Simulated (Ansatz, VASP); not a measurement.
MoS2 in VASP and in Ansatz

File INCAR:

```
SYSTEM = MoS2
PREC     = Accurate       ! precision mode
ENCUT    = 520            ! plane-wave cutoff, eV
EDIFF    = 1E-7           ! SCF threshold, eV
ISMEAR   = -1             ! smearing method
SIGMA    = 0.05           ! smearing width, eV
LREAL    = .False.        ! projectors in reciprocal space
LASPH    = .True.         ! aspherical terms in the spheres
NELM     = 100            ! most SCF steps
ALGO     = Normal         ! electronic algorithm
ISIF     = 2              ! what is computed and relaxed
LWAVE    = .False.        ! write WAVECAR
LCHARG   = .False.        ! write CHGCAR
GGA      = PS             ! functional
NBANDS   = 20             ! bands
```

The input KPOINTS:

```
Automatic mesh
0
Gamma
  10 10 2
  0 0 0
```

The input POSCAR:

```
MoS2
1.0
    3.1627554646      0.0000000000      0.0000000000
   -1.5813777323      2.7390265783      0.0000000000
    0.0000000000      0.0000000000     17.2182568475
Mo S
1 2
Direct
    0.0000000000      0.0000000000      0.0000000000
    0.3333333333      0.6666666667      0.9105070200
    0.3333333333      0.6666666667      0.0894929800
```

input.yaml

```yaml
crystal:
  lattice:
    - [3.1627554646, 0.0, 0.0]
    - [-1.5813777323, 2.7390265783, 0.0]
    - [0.0, 0.0, 17.2182568475]
  atoms:
    - { symbol: Mo, position: [0.0, 0.0, 0.0] }
    - { symbol: S, position: [0.3333333333, 0.6666666667, 0.91050702] }
    - { symbol: S, position: [0.3333333333, 0.6666666667, 0.08949298] }
kpoints:
  mp_grid: { grid: [10, 10, 2] }
scf:
  occupations: { method: fermi_dirac, width: 0.05 }
hamiltonian:
  xc: pbesol
  pseudopotentials: { kind: all_electron, lapw: { basis_error: 0.001 } }
output:
  forces: true
  stress: true
  eigenvalues: true
```

Change from the starting cell: volume scaled by 0.98.

Alike in both runs: task single point; functional PBEsol; k mesh 10 × 10 × 2; occupations fermi-dirac, width 0.05 eV; no spin polarisation.

|  | VASP | Ansatz |
| --- | --- | --- |
| version | VASP 6.6.1 | Ansatz 0.2.0 |
| potentials or method | VASP PAW PBE potentials, release 64 (Mo_sv, S), cutoff 520 eV | all-electron LAPW, scalar-relativistic |

|  | VASP | Ansatz | Ansatz less VASP |
| --- | --- | --- | --- |
| gap on the k mesh at the Fermi level (eV) | 1.80 | 1.79 | -0.009 |
| least direct gap on the mesh (eV) | 1.99 | 1.98 | -0.003 |
| rms of the force components (eV/Å) | 0.092 | 0.091 | -0.0004 |

VASP's potentials were made for PBE, not for PBEsol. Atom by atom the forces differ by 0.000 eV/Å (rms over components). Ansatz ran all-electron here, and VASP with PAW potentials.
